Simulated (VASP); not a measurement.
Wanted: the native input for a VASP 6.6.1 run.

- Task: single point
- Functional: PBE
- Potentials or basis: VASP PAW PBE potentials, release 64 (Pd)
- Cutoff: 520 eV
- k mesh: 20 × 20 × 20
- Occupations: gaussian, width 0.15 eV
- Spin: no spin polarisation
- Dipole correction: no
- Further INCAR settings: ALGO = Normal; EDIFF = 1e-06; NBANDS = 11

The structure of Pd lies in POSCAR:

```
Pd
1.0
    0.0000000000      1.8962775000      2.0421450000
    1.8962775000      0.0000000000      2.0421450000
    1.8962775000      1.8962775000      0.0000000000
Pd
1
Direct
    0.0000000000      0.0000000000      0.0000000000
```

This cell differs from its parent crystal: strain -0.025 along x and y, +0.050 along z.

The input as run:

INCAR

```
PREC = Accurate
ENCUT = 520
EDIFF = 1E-6
ISMEAR = 0
SIGMA = 0.15
LREAL = False
LASPH = True
NELM = 100
ALGO = Normal
ISIF = 2
LWAVE = False
LCHARG = True
GGA = PE
LELF = True
LVHAR = True
NBANDS = 11
```

KPOINTS

```
Automatic mesh
0
Gamma
  20 20 20
```

Potentials or basis: VASP PAW PBE potentials, release 64 (Pd).

The run is started by

```sh
$ cat potpaw_PBE.64/Pd/POTCAR > POTCAR
$ mpirun -np 1 vasp_std > vasp.out
```

It gave:

| Item | Value |
| --- | --- |
| Pressure | 8.1 GPa |
| Band gap on the k mesh | zero (band 5 reaches 10.42 eV, above the bottom of band 6 at 8.58 eV) |

Caveat: the cell differs from its parent crystal (strain -0.025 along x and y, +0.050 along z).

Run time: 2.2 min on 1 thread of AMD EPYC 7R43 64-Core Processor (Zen 3) (shared host), peak memory 0.18 GiB.
